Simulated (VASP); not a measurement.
# WSe2 (P-1) in VASP: single point with PBE

Aim: the single point of WSe2 with PBE.

Everything below comes from runs of VASP 6.6.1. Logs are shortened: lines on timing, memory, paths and dates and some standing lists are left out, and cuts for length are marked.

**1. The cell of the first run**

The typed cell holds 6 atoms: a = 3.321 Å, b = 3.321 Å, c = 15.272 Å, α = 88.75°, β = 87.51°, γ = 60.00°.

**2. Single point, PBE**

Input file INCAR:

```
SYSTEM = WSe2
PREC = Accurate ; ENCUT = 520
EDIFF = 1E-6 ; ISMEAR = 0
SIGMA = 0.05 ; LREAL = .FALSE.
LASPH = .TRUE. ; NELM = 80
ALGO = Normal ; ISIF = 2
LWAVE = .FALSE. ; LCHARG = .TRUE.
GGA = PE ; LELF = .TRUE.
LVHAR = .TRUE. ; NBANDS = 35
```

Input file KPOINTS:

```
Automatic mesh
0
G
  9 9 2
  0 0 0
```

Input file POSCAR:

```
WSe2
1.0
   -3.3206937274      0.0000000000      0.0000000000
   -1.6603468637     -2.8758051261      0.0000000000
   -0.6641387455      0.0000000000     15.2573262715
W Se
2 4
Direct
    0.2833333333      0.3333333333      0.2500000000
    0.5166666667      0.6666666667      0.7500000000
    0.2053293486      0.3333333333      0.6400199235
    0.6386626820      0.6666666667      0.1400199235
    0.1613373180      0.3333333333      0.8599800765
    0.5946706514      0.6666666667      0.3599800765
```

Potentials or basis: VASP PAW PBE potentials, release 64 (W_sv, Se).

Started as:

```
$ cat potpaw_PBE.64/W_sv/POTCAR potpaw_PBE.64/Se/POTCAR > POTCAR
$ mpirun -np 1 vasp_std > vasp.out
```

OUTCAR:

```text
SYSTEM = WSe2
   PREC = Accurate
   ENCUT = 520
   EDIFF = 1E-6
   ISMEAR = 0
   LREAL = .FALSE.
   LASPH = .TRUE.
   NELM = 80
   ISIF = 2
   GGA = PE

 ion  position               nearest neighbor table
   1  0.283  0.333  0.250-   4 2.55   6 2.55   6 2.55   4 2.55   4 2.55   6 2.55
   2  0.517  0.667  0.750-   3 2.55   5 2.55   3 2.55   5 2.55   5 2.55   3 2.55
   3  0.205  0.333  0.640-   2 2.55   2 2.55   2 2.55
   4  0.639  0.667  0.140-   1 2.55   1 2.55   1 2.55
   5  0.161  0.333  0.860-   2 2.55   2 2.55   2 2.55
   6  0.595  0.667  0.360-   1 2.55   1 2.55   1 2.55

  LATTYP: Found a base centered monoclinic cell.
 ALAT       =     3.3206937274
 B/A-ratio  =     1.7320508076
 C/A-ratio  =     4.5989709948
 COS(beta)  =    -0.0434879890

  Lattice vectors:

 A1 = (   1.6603468637,  -2.8758051261,   0.0000000000)
 A2 = (   1.6603468637,   2.8758051261,   0.0000000000)
 A3 = (  -0.6641387455,   0.0000000000,  15.2573262715)

Analysis of symmetry for initial positions (statically):
=====================================================================
 Subroutine PRICEL returns:
 Original cell was already a primitive cell.

 Routine SETGRP: Setting up the symmetry group for a
 base centered monoclinic supercell.

 Subroutine GETGRP returns: Found  2 space group operations
 (whereof  1 operations were pure point group operations)
 out of a pool of  4 trial point group operations.

The static configuration has the point symmetry C_1 .
 The point group associated with its full space group is S_2 .

Analysis of symmetry for dynamics (positions and initial velocities):
=====================================================================
 Subroutine PRICEL returns:
 Original cell was already a primitive cell.

 Routine SETGRP: Setting up the symmetry group for a
 base centered monoclinic supercell.

 Subroutine GETGRP returns: Found  2 space group operations
 (whereof  1 operations were pure point group operations)
 out of a pool of  4 trial point group operations.

The dynamic configuration has the point symmetry C_1 .
 The point group associated with its full space group is S_2 .

 Subroutine INISYM returns: Found  2 space group operations
 (whereof  1 operations are pure point group operations),
 and found     1 'primitive' translations

----------------------------------------------------------------------------------------

                                     Primitive cell

  volume of cell :     145.7024

  direct lattice vectors                    reciprocal lattice vectors
    -3.320693727  0.000000000  0.000000000    -0.301141894  0.173864354 -0.013108457
    -1.660346864 -2.875805126  0.000000000     0.000000000 -0.347728708  0.000000000
    -0.664138745  0.000000000 15.257326272     0.000000000  0.000000000  0.065542283

  length of vectors
     3.320693727  3.320693727 15.271774135     0.347975697  0.347728708  0.065542283

  position of ions in fractional coordinates (direct lattice)
     0.283333333  0.333333333  0.250000000
     0.516666667  0.666666667  0.750000000
     0.205329349  0.333333333  0.640019923
     0.638662682  0.666666667  0.140019923
     0.161337318  0.333333333  0.859980077
     0.594670651  0.666666667  0.359980077

  ion indices of the primitive-cell ions
   primitive index   ion index
                 1           1
                 2           2
                 3           3
                 4           4
                 5           5
                 6           6

----------------------------------------------------------------------------------------

 KPOINTS: Automatic mesh

Automatic generation of k-mesh.
 Grid dimensions read from file:
 generate k-points for:    9    9    2

 Generating k-lattice:

  Cartesian coordinates                     Fractional coordinates (reciprocal lattice)
    -0.033460210  0.019318262 -0.001456495     0.111111111  0.000000000  0.000000000
     0.000000000 -0.038636523  0.000000000     0.000000000  0.111111111  0.000000000
     0.000000000  0.000000000  0.032771142     0.000000000  0.000000000  0.500000000

  Length of vectors
     0.038663966  0.038636523  0.032771142

  Shift w.r.t. Gamma in fractional coordinates (k-lattice)
     0.000000000  0.000000000  0.000000000

 Subroutine IBZKPT returns following result:
 ===========================================

 Found     82 irreducible k-points:

 Following reciprocal coordinates:
            Coordinates               Weight
  0.000000  0.000000  0.000000      1.000000
  0.111111  0.000000  0.000000      2.000000
 -0.111111 -0.111111 -0.000000      2.000000
  0.222222  0.000000  0.000000      2.000000
 -0.222222 -0.222222 -0.000000      2.000000
  0.333333  0.000000  0.000000      2.000000
[... 16 lines left out ...]
  0.111111  0.222222  0.000000      2.000000
  0.000000  0.222222  0.000000      2.000000
 [... further k-points ...]
   k-points           NKPTS =     82   k-points in BZ     NKDIM =     82   number of bands    NBANDS=     35
   number of dos      NEDOS =    301   number of ions     NIONS =      6
   total plane-waves  NPLWV =  94080
   dimension x,y,z NGX =    28 NGY =   28 NGZ =  120
   dimension x,y,z NGXF=    56 NGYF=   56 NGZF=  240
   ions per type =               2   4
   NGX,Y,Z   is equivalent  to a cutoff of  14.02, 14.02, 13.06 a.u.
   NGXF,Y,Z  is equivalent  to a cutoff of  28.04, 28.04, 26.13 a.u.
 SYSTEM =  WSe2
   PREC   = accura    normal or accurate (medium, high low for compatibility)
   ISTART =      0    job   : 0-new  1-cont  2-samecut
   ICHARG =      2    charge: 1-file 2-atom 10-const
   ISPIN  =      1    spin polarized calculation?
   LNONCOLLINEAR =      F non collinear calculations
   LSORBIT =      F    spin-orbit coupling
   LASPH  =      T    aspherical Exc in radial PAW
   ENCUT  =  520.0 eV  38.22 Ry    6.18 a.u.   6.17  6.17 28.40*2*pi/ulx,y,z
   NELM   =     80;   NELMIN=  2; NELMDL= -5     # of ELM steps
   EDIFF  = 0.1E-05   stopping-criterion for ELM
   LREAL  =      F    real-space projection
   EDIFFG = 0.1E-04   stopping-criterion for IOM
   NSW    =      0    number of steps for IOM
   IBRION =     -1    ionic relax: 0-MD 1-quasi-New 2-CG
   NFREE  =      0    steps in history (QN), initial steepest desc. (CG)
   ISIF   =      2    stress and relaxation
   ISYM   =      2    0-nonsym 1-usesym 2-fastsym
   POTIM  = 0.5000    time-step for ionic-motion
   TEBEG  =    0.0;   TEEND  =   0.0 temperature during run
   PSTRESS=    0.0 pullay stress
   NELECT =      52.0000    total number of electrons
   NUPDOWN=      -1.0000    fix difference up-down
   EMIN   =  10.00;   EMAX   =-10.00  energy-range for DOS
   EFERMI =   0.00;   METHOD = LEGACY
   ISMEAR =     0;   SIGMA  =   0.05  broadening in eV -4-tet -1-fermi 0-gaus
   EFERMI_NEDOS =   21; number of points for ismear=-14 and -15
   IALGO  =     38    algorithm
   IMIX   =      4    mixing-type and parameters
     AMIX     =   0.40;   BMIX     =  1.00
     AMIX_MAG =   1.60;   BMIX_MAG =  1.00
  volume/ion in A,a.u.               =      24.28       163.87
  Fermi-wavevector in a.u.,A,eV,Ry     =   1.161236  2.194417 18.347025  1.348468
  Thomas-Fermi vector in A             =   2.297810
   LORBIT       =      0    0 simple, 1 ext, 2 COOP (PROOUT), +10 PAW based schemes
   GGA     = PE    functional components
   LHFCALC =     F    Hartree Fock is set to
   AEXX    =    0.0000 exact exchange contribution
   IVDW    =     0    specifies the selected vdW correction
   LEPSILON=     F    determine dielectric tensor
   LRPA    =     F    only Hartree local field effects (RPA)
 non-spin polarized calculation
 Gauss-broadening in eV      SIGMA  =   0.05
  energy-cutoff  :      520.00
  volume of cell :      145.70
 maximum number of plane-waves:      3947
 NGX is ok and might be reduce to    28
   NGX = 13   NGY = 13   NGZ = 57

 number of electron      51.9999999 magnetization

 Free energy of the ion-electron system (eV)
  ---------------------------------------------------
  ext. energy  EPLUGINS =         0.00000000
  ---------------------------------------------------
  free energy    TOTEN  =       -43.25516878 eV

  energy without entropy =      -43.25516878  energy(sigma->0) =      -43.25516878

 E-fermi :   4.5272     XC(G=0):  -9.5148

 val. band max:        4.1545058690   @ k =  -0.3333   0.3333  -0.0000
 cond. band min:       5.6809497030   @ k =  -0.3333   0.3333  -0.0000
 fundamental gap:      1.5264438340
 Fermi energy:         4.5271721192

 k-point     1 :       0.0000    0.0000    0.0000
  band No.  band energies     occupation
      1     -69.9456      2.00000
      2     -69.9456      2.00000
      3     -34.1648      2.00000
      4     -34.1648      2.00000
      5     -34.0629      2.00000
      6     -34.0629      2.00000
[... 27 lines left out ...]
     34       7.2132      0.00000
     35       8.4290      0.00000

 k-point     2 :       0.1111    0.0000    0.0000
  band No.  band energies     occupation
      1     -69.9446      2.00000
      2     -69.9445      2.00000
      3     -34.1602      2.00000
      4     -34.1602      2.00000
      5     -34.0876      2.00000
      6     -34.0876      2.00000
[... 27 lines left out ...]
     34       7.3367      0.00000
     35       9.2680      0.00000

 k-point     3 :      -0.1111   -0.1111   -0.0000
  band No.  band energies     occupation
      1     -69.9446      2.00000
      2     -69.9445      2.00000
      3     -34.1602      2.00000
      4     -34.1602      2.00000
      5     -34.0876      2.00000
      6     -34.0876      2.00000
[... 27 lines left out ...]
     34       7.3388      0.00000
     35       9.2648      0.00000
[... 723 lines left out ...]
 k-point    23 :       0.1111    0.2222    0.0000
  band No.  band energies     occupation
      1     -69.9427      2.00000
      2     -69.9427      2.00000
      3     -34.1520      2.00000
      4     -34.1520      2.00000
      5     -34.1287      2.00000
      6     -34.1287      2.00000
[... 27 lines left out ...]
     34       7.8642      0.00000
     35      10.0097      0.00000

 k-point    24 :       0.0000    0.2222    0.0000
  band No.  band energies     occupation
      1     -69.9419      2.00000
      2     -69.9419      2.00000
      3     -34.1495      2.00000
      4     -34.1495      2.00000
      5     -34.1484      2.00000
      6     -34.1484      2.00000
[... 27 lines left out ...]
     34       7.8973      0.00000
     35       9.9861      0.00000

 [... further k-points ...]
[... 5 lines left out ...]
  --------------------------------------------------------------------------------------
  -------------------------------------------------------------------------------------
  Total        0.2060905      0.2090127      0.3296733     -0.0008020     -0.0055404      0.0150286
  in kB        2.2662183      2.2983522      3.6251637     -0.0088194     -0.0609230      0.1652581
  external PRESSURE =       2.7299114 kB  Pullay stress =       0.0000000 kB

 VOLUME and BASIS-vectors are now :
 -----------------------------------------------------------------------------
  energy-cutoff  :      520.00
  volume of cell :      145.70
      direct lattice vectors                 reciprocal lattice vectors
    -3.320693727  0.000000000  0.000000000    -0.301141894  0.173864354 -0.013108457
    -1.660346864 -2.875805126  0.000000000     0.000000000 -0.347728708  0.000000000
    -0.664138745  0.000000000 15.257326272     0.000000000  0.000000000  0.065542283

 POSITION                                       TOTAL-FORCE (eV/Angst)
 -----------------------------------------------------------------------------------
     -1.66035     -0.95860      3.81433         0.001484     -0.000543      0.000515
     -3.32069     -1.91720     11.44299        -0.001484      0.000543     -0.000515
     -1.66035     -0.95860      9.76499         0.000133      0.000009     -0.049072
     -3.32069     -1.91720      2.13633         0.001388     -0.000417     -0.046133
     -1.66035     -0.95860     13.12100        -0.001388      0.000417      0.046133
     -3.32069     -1.91720      5.49233        -0.000133     -0.000009      0.049072
 -----------------------------------------------------------------------------------
    total drift:                                0.000003     -0.000008     -0.000001

  FREE ENERGIE OF THE ION-ELECTRON SYSTEM (eV)
  ---------------------------------------------------
  free  energy   TOTEN  =       -43.2551687840 eV

  energy  without entropy=      -43.2551687840  energy(sigma->0) =      -43.25516878
```

It took 11 min on 1 thread of AMD EPYC 7R43 (Zen 3), shared host; peak memory 0.47 GiB.

Results:

| Property | Result |
| --- | --- |
| Free energy | -43.2552 eV |
| Pressure | 0.3 GPa |
| Largest force | 0.049 eV/Å |
| Band gap on the k mesh | 1.53 eV, direct |

Forces in eV/Å, atoms in the order of the input:
```
W    0.001 -0.001  0.001
W   -0.001  0.001 -0.001
Se   0.000  0.000 -0.049
Se   0.001  0.000 -0.046
Se  -0.001  0.000  0.046
Se   0.000  0.000  0.049
```

Caveat: spin-orbit coupling is left out, which moves the levels of the heavy elements.
